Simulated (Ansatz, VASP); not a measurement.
One calculation of W, two programs

File INCAR:

```
SYSTEM = W
PREC = Accurate ; ENCUT = 400
EDIFF = 1E-6 ; ISMEAR = 1
SIGMA = 0.1 ; LREAL = .FALSE.
LASPH = .TRUE. ; NELM = 120
ALGO = Normal ; ISIF = 2
LWAVE = .FALSE. ; LCHARG = .FALSE.
LDIPOL = .TRUE. ; IDIPOL = 3
DIPOL = 0.5 0.5 0.390 ; GGA = PS
IVDW = 13 ; NBANDS = 51
GGA_COMPAT = .FALSE. ; NELMDL = -8
```

Contents of KPOINTS:

```
regular mesh
0
G
  10 8 1
  0 0 0
```

File POSCAR:

```
W
1.0
    3.1924730731      0.0000000000      0.0000000000
    0.0000000000      4.4501139807      0.0000000000
    0.0000000000      0.0000000000     23.4434521249
W
6
Direct
    0.0000000000      0.0000000000      0.2985908373
    0.5000000000      0.5000000000      0.2985908373
    0.5000000000      0.9994978278      0.3895373932
    1.0000000000      0.5005021722      0.3895373932
    0.0000000000      1.0048447360      0.4827532427
    0.5000000000      0.4951552640      0.4827532427
```

Input for Ansatz:

```yaml
crystal:
  lattice:
    - [3.1924730731, 0.0, 0.0]
    - [0.0, 4.4501139807, 0.0]
    - [0.0, 0.0, 23.4434521249]
  atoms:
    - { symbol: W, position: [0.0, 0.0, 0.2985908373] }
    - { symbol: W, position: [0.5, 0.5, 0.2985908373] }
    - { symbol: W, position: [0.5, 0.9994978278, 0.3895373932] }
    - { symbol: W, position: [1.0, 0.5005021722, 0.3895373932] }
    - { symbol: W, position: [0.0, 1.004844736, 0.4827532427] }
    - { symbol: W, position: [0.5, 0.495155264, 0.4827532427] }
basis:
  ecutwfc: 420
kpoints:
  mp_grid: { grid: [10, 8, 1] }
hamiltonian:
  xc: pbesol
  dispersion: d4
  pseudopotentials: { kind: paw, azcp: { folder: soft_1 } }
scf:
  occupations: { method: methfessel_paxton, width: 0.1 }
  n_extra_bands: 10
  max_iter: 160
output:
  forces: true
  eigenvalues: true
  write_density: true
  write_potential: true
  elf: true
  volumetric_format: npy
efield:
  axis: 3
  dipole_correction: true
```

Alike in both runs: task single point; functional PBEsol; dispersion D4; k mesh 10 × 8 × 1; occupations methfessel-paxton of order 1, width 0.1 eV; no spin polarisation.

```csv
,VASP,Ansatz
version,VASP 6.6.1,Ansatz 0.2.0
potentials or method,"VASP PAW PBE potentials, release 64 (W_sv), cutoff 400 eV","scalar-relativistic, plane waves, PAW"
valence electrons in the cell,84,84
```

Ansatz gave:

| Item | Value |
| --- | --- |
| gap on the k mesh at the Fermi level (eV) | none |
| rms of the force components (eV/Å) | 0.223 |

What did VASP give for the same quantities?

gap on the k mesh at the Fermi level (eV): none; rms of the force components (eV/Å): 0.220.

VASP's potentials were made for PBE, not for PBEsol, and Ansatz warns of the same on its side. Atom by atom the forces differ by 0.016 eV/Å (rms over components). A gap of «none» marks a metal or a gap that the smearing closes. Ansatz's warnings: xc potential rough in thin density.

Spin-orbit coupling is off throughout.
